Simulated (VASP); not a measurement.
Wanted: the native input for a VASP 6.6.1 run.

| Item | Value |
| --- | --- |
| Task | single point |
| Functional | PBE |
| Potentials or basis | VASP PAW PBE potentials, release 64 (Ta_pv, Si) |
| Cutoff | 520 eV |
| k mesh | 8 × 18 × 18 |
| Occupations | gaussian, width 0.1 eV |
| Spin | no spin polarisation |
| Dipole correction | no |
| Further INCAR settings | ALGO = Normal; EDIFF = 1e-07; NBANDS = 16 |

The structure of TaSi2 lies in POSCAR:

```
TaSi2
1.0
    6.2979085073      0.0000000000      0.0000000000
    0.0000000000      1.6159350200      2.4308335563
    0.0000000000     -1.6159350200      2.4308335563
Ta Si
1 2
Direct
    0.0000000000      0.6858938209      0.6858938209
    0.3143776185      0.3275062462      0.3275062462
    0.6856223815      0.3275062462      0.3275062462
```

The input as run:

INCAR

```
SYSTEM = TaSi2
  PREC = Accurate
  ENCUT = 520
  EDIFF = 1E-7
  ISMEAR = 0
  SIGMA = 0.1
  LREAL = .FALSE.
  LASPH = .TRUE.
  NELM = 60
  ALGO = Normal
  ISIF = 2
  LWAVE = .FALSE.
  LCHARG = .FALSE.
  GGA = PE
  NBANDS = 16
```

KPOINTS

```
Automatic mesh
0
G
  8 18 18
  0 0 0
```

Potentials or basis: VASP PAW PBE potentials, release 64 (Ta_pv, Si).

The run is started by

```sh
$ cat potpaw_PBE.64/Ta_pv/POTCAR potpaw_PBE.64/Si/POTCAR > POTCAR
$ mpirun -np 1 vasp_std > vasp.out
```

Results of the run:

The pressure is 0.1 GPa and the largest force is 0.018 eV/Å.

Wall time 3.4 min on 1 thread of AMD EPYC 9R45 96-Core Processor (Zen 5) (shared host), peak memory 0.42 GiB.
